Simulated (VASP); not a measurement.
GaAs:

```xyz
2
Lattice="0.0000 2.8268 2.8268 2.8268 0.0000 2.8268 2.8268 2.8268 0.0000" Properties=species:S:1:pos:R:3 pbc="T T T"
Ga    0.0000    0.0000    0.0000
As    4.2403    4.2403    4.2403
```

Base run:

```yaml
Program: VASP 6.6.1
Functional: PBEsol
Potentials_or_basis: VASP PAW PBE potentials, release 64 (Ga_d, As)
Cutoff: 520 eV
k_mesh: 11 × 11 × 11
Occupations: fermi-dirac, width 0.05 eV
Spin: no spin polarisation
```

Its results: band gap on the k mesh 0.46 eV; pressure 0.4 GPa.

Question: The run is repeated on the same cell with these changes: functional from PBEsol to r2SCAN. What comes out?

Answer: Band gap on the k mesh 1.00 eV; pressure 0.6 GPa.

Caveats: the PAW data sets were made with another functional, which shifts forces and pressure a little; an odd mesh through Γ misses points on the zone boundary, where band edges can lie; semilocal functionals underestimate gaps, and a narrow one can read as zero (at least some runs).
